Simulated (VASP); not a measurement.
# AlN (Fm-3m) in VASP: notebook, part 2 of 2

VASP 6.6.1. Earlier steps stand in the parts before.

## Step 3: Relaxation of cell and atoms, PBE0

File POSCAR:

```
AlN
1.0
    0.0000000000      2.0345180000      2.0345180000
    2.0345180000      0.0000000000      2.0345180000
    2.0345180000      2.0345180000      0.0000000000
Al N
1 1
Direct
    0.5000000000      0.5000000000      0.5000000000
    0.0000000000      0.0000000000      0.0000000000
```

File INCAR.step1:

```
SYSTEM = AlN
PREC     = Accurate       ! precision mode
ENCUT    = 600            ! plane-wave cutoff, eV
EDIFF    = 1E-5           ! SCF threshold, eV
ISMEAR   = -1             ! smearing method
SIGMA    = 0.05           ! smearing width, eV
LREAL    = .False.        ! projectors in reciprocal space
LASPH    = .True.         ! aspherical terms in the spheres
NELM     = 60             ! most SCF steps
ALGO     = Normal         ! electronic algorithm
LWAVE    = .True.         ! write WAVECAR
LCHARG   = .False.        ! write CHGCAR
GGA      = PE             ! functional
NBANDS   = 11             ! bands
```

File INCAR.step2:

```
SYSTEM = AlN
PREC     = Accurate       ! precision mode
ENCUT    = 600            ! plane-wave cutoff, eV
EDIFF    = 1E-6           ! SCF threshold, eV
ISMEAR   = -1             ! smearing method
SIGMA    = 0.05           ! smearing width, eV
LREAL    = .False.        ! projectors in reciprocal space
LASPH    = .True.         ! aspherical terms in the spheres
NELM     = 60             ! most SCF steps
ALGO     = Normal         ! electronic algorithm
ISIF     = 3              ! what is computed and relaxed
LWAVE    = .False.        ! write WAVECAR
LCHARG   = .False.        ! write CHGCAR
GGA      = PE             ! functional
LHFCALC  = .True.         ! exact exchange
AEXX     = 0.25           ! exact-exchange fraction
PRECFOCK = Normal       
IBRION   = 2              ! ionic algorithm
NSW      = 60             ! ionic steps
EDIFFG   = -0.01          ! ionic threshold
ISTART   = 1
```

File KPOINTS:

```
Automatic mesh
0
Gamma
  6 6 6
  0 0 0
```

Potentials or basis: VASP PAW PBE potentials, release 64 (Al, N).

Started as:

```console
cat potpaw_PBE.64/Al/POTCAR potpaw_PBE.64/N/POTCAR > POTCAR
cp INCAR.step1 INCAR
mpirun -np 1 vasp_std > vasp.out
cp INCAR.step2 INCAR
mpirun -np 1 vasp_std > vasp.out
```

OUTCAR:

```text
SYSTEM = AlN
   PREC = Accurate
   ENCUT = 600
   EDIFF = 1E-6
   ISMEAR = -1
   LREAL = .False.
   LASPH = .True.
   NELM = 60
   ISIF = 3
   GGA = PE
   LHFCALC = .True.
   AEXX = 0.25
   PRECFOCK = Normal
   IBRION = 2
   NSW = 60
   EDIFFG = -0.01
   ISTART = 1

 ion  position               nearest neighbor table
   1  0.500  0.500  0.500-   2 2.03   2 2.03   2 2.03   2 2.03   2 2.03   2 2.03
   2  0.000  0.000  0.000-   1 2.03   1 2.03   1 2.03   1 2.03   1 2.03   1 2.03

  LATTYP: Found a face centered cubic cell.
 ALAT       =     4.0690360000

  Lattice vectors:

 A1 = (   0.0000000000,   2.0345180000,   2.0345180000)
 A2 = (   2.0345180000,   0.0000000000,   2.0345180000)
 A3 = (   2.0345180000,   2.0345180000,   0.0000000000)

Analysis of symmetry for initial positions (statically):
=====================================================================
 Subroutine PRICEL returns:
 Original cell was already a primitive cell.

 Routine SETGRP: Setting up the symmetry group for a
 face centered cubic supercell.

 Subroutine GETGRP returns: Found 48 space group operations
 (whereof 48 operations were pure point group operations)
 out of a pool of 48 trial point group operations.

The static configuration has the point symmetry O_h .

Analysis of symmetry for dynamics (positions and initial velocities):
=====================================================================
 Subroutine PRICEL returns:
 Original cell was already a primitive cell.

 Routine SETGRP: Setting up the symmetry group for a
 face centered cubic supercell.

 Subroutine GETGRP returns: Found 48 space group operations
 (whereof 48 operations were pure point group operations)
 out of a pool of 48 trial point group operations.

The dynamic configuration has the point symmetry O_h .

 Subroutine INISYM returns: Found 48 space group operations
 (whereof 48 operations are pure point group operations),
 and found     1 'primitive' translations

----------------------------------------------------------------------------------------
[... 119 lines left out ...]
   ENCUTFOCK=  -1.0 apply spherical cutoff to Coloumb kernel
   IVDW    =     0    specifies the selected vdW correction
   LEPSILON=     F    determine dielectric tensor
   LRPA    =     F    only Hartree local field effects (RPA)
 conjugate gradient relaxation of ions
 non-spin polarized calculation
  energy-cutoff  :      600.00
  volume of cell :       16.84
 maximum number of plane-waves:       588
  NGX = 18; NGY = 18; NGZ = 18

--------------------------------------- Ionic step        1  -------------------------------------------

 number of electron       7.9999999 magnetization

 Free energy of the ion-electron system (eV)
  ---------------------------------------------------
  ext. energy  EPLUGINS =         0.00000000
  ---------------------------------------------------
  free energy    TOTEN  =       -18.04840306 eV

  energy without entropy =      -18.04840306  energy(sigma->0) =      -18.04840306

------------------------ aborting loop because EDIFF is reached ----------------------------------------

  FORCE on cell =-STRESS in cart. coord.  units (eV):
  Direction    XX          YY          ZZ          XY          YZ          ZX
  --------------------------------------------------------------------------------------
  -------------------------------------------------------------------------------------
  Total       -0.7977413     -0.7977413     -0.7977413      0.0000000      0.0000000     -0.0000000
  in kB      -75.8853711    -75.8853711    -75.8853711      0.0000000      0.0000000     -0.0000000
  external PRESSURE =     -75.8853711 kB  Pullay stress =       0.0000000 kB
[... 23 lines left out ...]
--------------------------------------- Ionic step        2  -------------------------------------------

 number of electron       7.9999999 magnetization

 E-fermi :  10.3219     XC(G=0):  -9.7915

 val. band max:        9.2157164015   @ k =   0.0000   0.0000   0.0000
 cond. band min:      16.3864054994   @ k =   0.5000   0.5000   0.0000
 fundamental gap:      7.1706890979
 Fermi energy:        10.3219210989

 k-point     1 :       0.0000    0.0000    0.0000
  band No.  band energies     occupation
      1     -10.4122      2.00000
      2       9.2157      2.00000
      3       9.2157      2.00000
      4       9.2157      2.00000
      5      17.8190      0.00000
      6      23.9560      0.00000
      7      23.9560      0.00000
      8      23.9560      0.00000
[... 198 lines left out ...]
--------------------------------------- Ionic step        3  -------------------------------------------

 number of electron       7.9999999 magnetization

 Free energy of the ion-electron system (eV)
  ---------------------------------------------------
  ext. energy  EPLUGINS =         0.00000000
  ---------------------------------------------------
  free energy    TOTEN  =       -18.05987660 eV

  energy without entropy =      -18.05987660  energy(sigma->0) =      -18.05987660

 E-fermi :   9.8163     XC(G=0):  -9.6829

 val. band max:        8.8318492365   @ k =   0.0000   0.0000   0.0000
 cond. band min:      15.6773404918   @ k =   0.5000   0.5000   0.0000
 fundamental gap:      6.8454912554
 Fermi energy:         9.8162956388

 k-point     1 :       0.0000    0.0000    0.0000
  band No.  band energies     occupation
      1     -10.5087      2.00000
      2       8.8318      2.00000
      3       8.8318      2.00000
      4       8.8318      2.00000
      5      16.9481      0.00000
      6      23.4550      0.00000
      7      23.4550      0.00000
      8      23.4550      0.00000
[... 192 lines left out ...]
  FREE ENERGIE OF THE ION-ELECTRON SYSTEM (eV)
  ---------------------------------------------------
  free  energy   TOTEN  =       -18.0598766006 eV

  energy  without entropy=      -18.0598766005  energy(sigma->0) =      -18.05987660

 reached required accuracy - stopping structural energy minimisation
```

OUTCAR.step1:

```text
SYSTEM = AlN
   PREC = Accurate
   ENCUT = 600
   EDIFF = 1E-5
   ISMEAR = -1
   LREAL = .False.
[... 433 lines left out ...]
      2.03452      2.03452      2.03452        -0.000000     -0.000000     -0.000000
      0.00000      0.00000      0.00000         0.000000      0.000000      0.000000
 -----------------------------------------------------------------------------------
    total drift:                                0.000000     -0.000000     -0.000000

  FREE ENERGIE OF THE ION-ELECTRON SYSTEM (eV)
  ---------------------------------------------------
  free  energy   TOTEN  =       -14.5424638265 eV

  energy  without entropy=      -14.5424638264  energy(sigma->0) =      -14.54246383
```

Wall time 20 min (1 thread of Intel Xeon 8259CL, shared host); peak memory 0.15 GiB.

What came out:

| Property | Result |
| --- | --- |
| Free energy | -18.0599 eV |
| Relaxed volume | 8.19 Å³/atom |
| Relaxed cell | a = 2.850 Å, b = 2.850 Å, c = 2.850 Å, α = 60.00°, β = 60.00°, γ = 60.00° |
| Space group after relaxing (to 0.1 Å) | Fm-3m (No. 225) |
| Energy gained by relaxing | 5.7 meV/atom |
| Ionic steps | 3 |
| Pressure after relaxing | 0.0 GPa |
| Band gap on the k mesh | 6.85 eV (least direct gap 8.12 eV) |

The path:
| step | energy change (eV) | largest force (eV/Å) | pressure (GPa) | volume (Å³) |
| --- | --- | --- | --- | --- |
| 1 | 0.0000 | 0.0000 | -7.59 | 16.84 |
| 2 | 0.0015 | 0.0000 | 8.86 | 15.89 |
| 3 | -0.0115 | 0.0000 | -0.03 | 16.37 |

Final structure:
```yaml
crystal:
  lattice:
    - [0.00000, 2.01537, 2.01537]
    - [2.01537, 0.00000, 2.01537]
    - [2.01537, 2.01537, 0.00000]
  atoms:
    - { symbol: Al, position: [0.50000, 0.50000, 0.50000] }
    - { symbol: N, position: [0.00000, 0.00000, 0.00000] }
```

Caveat: the k points lie up to 0.45 Å⁻¹ apart in the final cell; the PAW data sets were made with another functional, which shifts forces and pressure a little.

## Step 4: Single point, HSE06

This run uses another cell than the first one, of 7.92 Å³/atom.

File POSCAR:

```
AlN
1.0
    0.0000000000      1.9929855707      1.9929855707
    1.9929855707      0.0000000000      1.9929855707
    1.9929855707      1.9929855707      0.0000000000
Al N
1 1
Direct
    0.5000000000      0.5000000000      0.5000000000
    0.0000000000      0.0000000000      0.0000000000
```

File INCAR.step1:

```
SYSTEM = AlN
PREC = Accurate
ENCUT = 520
EDIFF = 1E-5
ISMEAR = -1
SIGMA = 0.05
LREAL = .False.
LASPH = .True.
NELM = 60
ALGO = Normal
ISIF = 2
LWAVE = .True.
LCHARG = .False.
NBANDS = 11
GGA = PE
```

File INCAR.step2:

```
SYSTEM = AlN
PREC = Accurate
ENCUT = 520
EDIFF = 1E-6
ISMEAR = -1
SIGMA = 0.05
LREAL = .False.
LASPH = .True.
NELM = 60
ALGO = Normal
ISIF = 2
LWAVE = .False.
LCHARG = .False.
GGA = PE
LHFCALC = .True.
HFSCREEN = 0.2079
PRECFOCK = Normal
NBANDS = 11
ISTART = 1
```

File KPOINTS:

```
regular mesh
0
Gamma
  6 6 6
  0 0 0
```

Started as:

```console
cat potpaw_PBE.64/Al/POTCAR potpaw_PBE.64/N/POTCAR > POTCAR
cp INCAR.step1 INCAR
mpirun -np 1 vasp_std > vasp.out
cp INCAR.step2 INCAR
mpirun -np 1 vasp_std > vasp.out
```

It took 6.2 min on 1 thread of AMD EPYC 7R13, shared host; peak memory 0.21 GiB.

The run converged. Its results:

```yaml
Free_energy: -17.1133 eV
Pressure: 10.0 GPa
Band_gap_on_the_k_mesh: 6.43 eV (least direct gap 7.89 eV)
```

Levels at points of the mesh, in eV from the valence-band top:
```
           k point  band 1  band 2  band 3  band 4  band 5  band 6  band 7  band 8
(0.00, 0.00, 0.00)  -19.63    0.00    0.00    0.00    7.89   13.97   13.97   13.97
(0.50, 0.00, 0.00)  -15.97   -9.30   -1.25   -1.25    7.84   12.97   12.97   16.22
(0.50, 0.50, 0.00)  -14.86   -8.33   -3.17   -3.17    6.43    6.56   16.81   20.21
```

Caveat: the k points lie up to 0.46 Å⁻¹ apart; the PAW data sets were made with another functional, which shifts forces and pressure a little.

## Step 5: Single point, HSE06

This run uses another cell than the first one, of 8.08 Å³/atom.

File POSCAR:

```
AlN
1.0
    0.0000000000      2.0070211428      2.0070211428
    2.0070211428      0.0000000000      2.0070211428
    2.0070211428      2.0070211428      0.0000000000
Al N
1 1
Direct
    0.5000000000      0.5000000000      0.5000000000
    0.0000000000      0.0000000000      0.0000000000
```

INCAR.step1, as its differences from that of step 4:

```diff
@@ -8,3 +8,3 @@
 LASPH = .True.
-NELM = 60
+NELM = 80
 ALGO = Normal
@@ -13,3 +13,3 @@
 LCHARG = .False.
+GGA = PE
 NBANDS = 11
-GGA = PE
```

INCAR.step2, as its differences from that of step 4:

```diff
@@ -8,3 +8,3 @@
 LASPH = .True.
-NELM = 60
+NELM = 80
 ALGO = Normal
@@ -17,3 +17,3 @@
 PRECFOCK = Normal
+ISTART = 1
 NBANDS = 11
-ISTART = 1
```

KPOINTS is that of step 4.

Started as:

```console
cat potpaw_PBE.64/Al/POTCAR potpaw_PBE.64/N/POTCAR > POTCAR
cp INCAR.step1 INCAR
mpirun -np 1 vasp_std > vasp.out
cp INCAR.step2 INCAR
mpirun -np 1 vasp_std > vasp.out
```

Wall time 3.6 min (1 thread of AMD EPYC 7R13, shared host); peak memory 0.21 GiB.

It converged, with:

| Item | Value |
| --- | --- |
| Free energy | -17.1278 eV |
| Pressure | 3.6 GPa |
| Band gap on the k mesh | 6.20 eV (least direct gap 7.55 eV) |

Levels at points of the mesh, in eV from the valence-band top:
| k point | band 2 | band 3 | band 4 | band 5 | band 6 | band 7 |
| --- | --- | --- | --- | --- | --- | --- |
| (0.00, 0.00, 0.00) | 0.00 | 0.00 | 0.00 | 7.55 | 13.89 | 13.89 |
| (0.50, 0.00, 0.00) | -9.15 | -1.20 | -1.20 | 7.69 | 12.78 | 12.78 |
| (0.50, 0.50, 0.00) | -8.17 | -3.11 | -3.11 | 6.20 | 6.59 | 16.53 |

Caveat: the k points lie up to 0.45 Å⁻¹ apart; the PAW data sets were made with another functional, which shifts forces and pressure a little. A k mesh can miss the band edges.

## Step 6: Overview

```tsv
task	level	cell	cutoff (eV)	screening parameter	gap on the mesh (eV)	pressure (GPa)
single point	PBEsol-based screened hybrid with 25 % exact exchange	a = 2.877 Å, angles 60.0°, 2 atoms	520	0.207 1/Å	5.74	-10.6
relaxation of cell and atoms	PBE0	relaxed from a = 2.877 Å, angles 60.0°, 2 atoms	600	-	6.85	0.0
single point	HSE06	a = 2.819 Å, angles 60.0°, 2 atoms	520	0.2079 1/Å	6.43	10.0
single point	HSE06	a = 2.838 Å, angles 60.0°, 2 atoms	520	0.2079 1/Å	6.20	3.6
```

Alike in all rows: potentials or basis VASP PAW PBE potentials, release 64 (Al, N); no spin polarisation; k mesh 6 × 6 × 6; smearing fermi-dirac 0.05 eV.

Caveats: all runs use coarse meshes; the PAW data sets were made with another functional, which shifts forces and pressure a little.

Absolute energies hang on the potentials; compare differences alone.
